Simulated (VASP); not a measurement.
# NiO (Fm-3m) in VASP: further runs, part 2 of 2

VASP 6.6.1.

### Step 4. Single point, PBE+U, collinear spin, antiferromagnetic start

This run uses another cell than the first one, of the same volume but with other edges.

Input file INCAR:

```
PREC     = Accurate       # precision mode
ENCUT    = 700            # plane-wave cutoff, eV
EDIFF    = 1E-6           # SCF threshold, eV
ISMEAR   = 0              # smearing method
SIGMA    = 0.05           # smearing width, eV
LREAL    = F              # projectors in reciprocal space
LASPH    = T              # aspherical terms in the spheres
NELM     = 200            # most SCF steps
ALGO     = Normal         # electronic algorithm
ISIF     = 2              # what is computed and relaxed
LWAVE    = F              # write WAVECAR
LCHARG   = F              # write CHGCAR
ISPIN    = 2              # spin polarisation
MAGMOM   = 2 -2 0 0       # initial moments
LORBIT   = 11             # projections on sites
LMAXMIX  = 4              # l up to which the mixer works
LDAU     = T              # DFT+U
LDAUTYPE = 2            
LDAUL    = 2 -1           # shell
LDAUU    = 6.2 0          # U, eV
LDAUJ    = 0 0          
LDAUPRINT= 1            
GGA      = PE             # functional
NBANDS   = 36             # bands
GGA_COMPAT= F
```

Input file KPOINTS:

```
regular mesh
0
Gamma
  5 5 3
```

Input file POSCAR:

```
NiO
1.0
    0.0000000000      2.1337897282     -2.1337897282
    0.0000000000      2.1337897282      2.1337897282
    4.2675794564      0.0000000000      0.0000000000
Ni O
2 2
Direct
    0.0000000000      0.0000000000      0.0000000000
    0.5000000000      0.5000000000      0.5000000000
    0.0000000000      1.0000000000      0.5000000000
    0.5000000000      1.5000000000      1.0000000000
```

Potentials or basis: VASP PAW PBE potentials, release 64 (Ni_sv_GW, O).

Run with:

```console
$ cat potpaw_PBE.64/Ni_sv_GW/POTCAR potpaw_PBE.64/O/POTCAR > POTCAR
$ mpirun -np 1 vasp_std > vasp.out
```

OUTCAR:

```text
PREC = Accurate
   ENCUT = 700
   EDIFF = 1E-6
   ISMEAR = 0
   LREAL = F
   LASPH = T
   NELM = 200
   ISIF = 2
   ISPIN = 2
   LORBIT = 11
   GGA = PE

 ion  position               nearest neighbor table
   1  0.000  0.000  0.000-   3 2.13   4 2.13   3 2.13   4 2.13   4 2.13   4 2.13
   2  0.500  0.500  0.500-   3 2.13   4 2.13   4 2.13   3 2.13   3 2.13   3 2.13
   3  0.000  0.000  0.500-   1 2.13   2 2.13   1 2.13   2 2.13   2 2.13   2 2.13
   4  0.500  0.500  0.000-   1 2.13   2 2.13   2 2.13   1 2.13   1 2.13   1 2.13

  LATTYP: Found a simple tetragonal cell.
 ALAT       =     3.0176343729
 C/A-ratio  =     1.4142135624

  Lattice vectors:

 A1 = (   0.0000000000,   2.1337897282,  -2.1337897282)
 A2 = (   0.0000000000,   2.1337897282,   2.1337897282)
 A3 = (   4.2675794564,   0.0000000000,   0.0000000000)

Analysis of symmetry for initial positions (statically):
=====================================================================
 Subroutine PRICEL returns following result:

  LATTYP: Found a face centered cubic cell.
 ALAT       =     4.2675794564
[... 12 lines left out ...]
 Subroutine GETGRP returns: Found 16 space group operations
 (whereof 16 operations were pure point group operations)
 out of a pool of 16 trial point group operations.

The static configuration has the point symmetry D_4h.

Analysis of symmetry for dynamics (positions and initial velocities):
=====================================================================
 Subroutine PRICEL returns following result:

  LATTYP: Found a face centered cubic cell.
 ALAT       =     4.2675794564
[... 12 lines left out ...]
 Subroutine GETGRP returns: Found 16 space group operations
 (whereof 16 operations were pure point group operations)
 out of a pool of 16 trial point group operations.

The dynamic configuration has the point symmetry D_4h.

[... 227 lines left out ...]

  energy without entropy =      -20.49848918  energy(sigma->0) =      -20.49848918

 E-fermi :   5.6671     XC(G=0): -12.6174

 val. band max:        5.3172368087   @ k =   0.4000   0.0000   0.3333
 cond. band min:       7.5942624318   @ k =   0.0000   0.0000   0.0000
 fundamental gap:      2.2770256232
 Fermi energy:         5.6670842802

 spin component 1

 k-point     1 :       0.0000    0.0000    0.0000
  band No.  band energies     occupation
      1     -98.6167      1.00000
      2     -96.3222      1.00000
      3     -59.0043      1.00000
      4     -58.9957      1.00000
      5     -58.9957      1.00000
      6     -56.7627      1.00000
[... 457 lines left out ...]
     35      24.6431      0.00000
     36      24.8817      0.00000
 Fermi energy:         5.6670842802

 spin component 2

 k-point     1 :       0.0000    0.0000    0.0000
  band No.  band energies     occupation
      1     -98.6167      1.00000
      2     -96.3222      1.00000
      3     -59.0043      1.00000
      4     -58.9957      1.00000
      5     -58.9957      1.00000
      6     -56.7627      1.00000
[... 457 lines left out ...]
     35      24.6431      0.00000
     36      24.8817      0.00000

------------------------ aborting loop because EDIFF is reached ----------------------------------------

  FORCE on cell =-STRESS in cart. coord.  units (eV):
  Direction    XX          YY          ZZ          XY          YZ          ZX
  --------------------------------------------------------------------------------------
  -------------------------------------------------------------------------------------
  Total       -0.5316303     -0.5319708     -0.5319708      0.0000000      0.0000000      0.0000000
  in kB      -21.9182289    -21.9322680    -21.9322680      0.0000000      0.0000000      0.0000000
  external PRESSURE =     -21.9275883 kB  Pullay stress =       0.0000000 kB

 VOLUME and BASIS-vectors are now :
 -----------------------------------------------------------------------------
  energy-cutoff  :      700.00
  volume of cell :       38.86
      direct lattice vectors                 reciprocal lattice vectors
     0.000000000  2.133789728 -2.133789728     0.000000000  0.234324870 -0.234324870
     0.000000000  2.133789728  2.133789728     0.000000000  0.234324870  0.234324870
     4.267579456  0.000000000  0.000000000     0.234324870  0.000000000  0.000000000

 POSITION                                       TOTAL-FORCE (eV/Angst)
 -----------------------------------------------------------------------------------
      0.00000      0.00000      0.00000         0.000000      0.000000      0.000000
      2.13379      2.13379      0.00000        -0.000000     -0.000000     -0.000000
      2.13379      0.00000      0.00000         0.000000      0.000000      0.000000
      0.00000      2.13379      0.00000         0.000000      0.000000      0.000000
 -----------------------------------------------------------------------------------
    total drift:                                0.000000      0.000000      0.000000

  FREE ENERGIE OF THE ION-ELECTRON SYSTEM (eV)
  ---------------------------------------------------
  free  energy   TOTEN  =       -20.4984891841 eV

  energy  without entropy=      -20.4984891841  energy(sigma->0) =      -20.49848918

 total charge

# of ion       s       p       d       f       tot
--------------------------------------------------
    1        2.155   6.204   7.696   0.008  16.063
    2        2.155   6.204   7.696   0.008  16.063
    3        1.544   3.467   0.000   0.000   5.011
    4        1.544   3.467   0.000   0.000   5.011
--------------------------------------------------
tot          7.398  19.341  15.392   0.016  42.147

 magnetization (x)

# of ion       s       p       d       f       tot
--------------------------------------------------
    1        0.012   0.013   1.779   0.001   1.805
    2       -0.012  -0.013  -1.779  -0.001  -1.805
    3       -0.007  -0.050   0.000   0.000  -0.057
    4        0.007   0.050   0.000   0.000   0.057
--------------------------------------------------
tot          0.000   0.000   0.000   0.000   0.000
```

Wall time 1.9 min (1 thread of AMD EPYC 7R43 (Zen 3), shared host); peak memory 0.19 GiB.

Results:

* Free energy: -20.4985 eV
* Pressure: -2.2 GPa
* Band gap on the k mesh: 2.28 eV
* Net moment: 0.00 μB per cell
* Site moments: Ni +1.80, -1.80; O -0.06, +0.06 μB
* Valence electrons inside the program's atomic spheres: Ni 16.06; O 5.01

Levels at points of the mesh, in eV from the valence-band top:
Spin up:
| k point | band 21 | band 22 | band 23 | band 24 | band 25 | band 26 | band 27 | band 28 |
| --- | --- | --- | --- | --- | --- | --- | --- | --- |
| (0.00, 0.00, 0.00) | -2.52 | -1.20 | -1.20 | -1.20 | 2.28 | 3.18 | 3.38 | 6.72 |
Spin down:
| k point | band 20 | band 21 | band 22 | band 23 | band 24 | band 25 | band 26 | band 27 | band 28 | band 29 |
| --- | --- | --- | --- | --- | --- | --- | --- | --- | --- | --- |
| (0.00, 0.00, 0.00) | -2.52 | -2.52 | -1.20 | -1.20 | -1.20 | 2.28 | 3.18 | 3.38 | 6.72 | 11.41 |

Eigenvalues of the final occupation matrices:
| site | spin | trace | eigenvalues |
| --- | --- | --- | --- |
| site 1 d | 1 | 4.75 | 0.94 0.94 0.94 0.97 0.97 |
| site 1 d | 2 | 2.97 | 0.09 0.09 0.93 0.93 0.93 |
| site 2 d | 1 | 2.97 | 0.09 0.09 0.93 0.93 0.93 |
| site 2 d | 2 | 4.75 | 0.94 0.94 0.94 0.97 0.97 |

Caveat: the k points lie up to 0.49 Å⁻¹ apart; an odd mesh through Γ misses points on the zone boundary, where band edges can lie.

### Step 5. Summary

```tsv
spin	cell	k mesh	gap on the mesh (eV)	pressure (GPa)	moment (μB)
collinear, antiferromagnetic start	a = 5.227 Å, angles 33.6°, 4 atoms, atomic positions A	5 × 5 × 5	2.77	-4.2	0.00
collinear, ferromagnetic start	a = 3.018 Å, angles 60.0°, 2 atoms, atomic positions B	10 × 10 × 10	2.00	-2.2	2.00
collinear, antiferromagnetic start	a = 3.018, b = 3.018, c = 4.268 Å, 4 atoms, atomic positions A	5 × 5 × 3	2.28	-2.2	0.00
```

Alike in all rows: task single point; level PBE+U; potentials or basis VASP PAW PBE potentials, release 64 (Ni_sv_GW, O); Ni d U = 6.2 eV; cutoff (eV) 700; smearing gaussian 0.05 eV.

Caveats: some runs use coarse meshes; an odd mesh through Γ misses points on the zone boundary, where band edges can lie (at least some runs); a cell with one magnetic atom can't hold antiferromagnetic order, which such compounds often take (at least some runs).

Absolute energies hang on the potentials; compare differences alone.
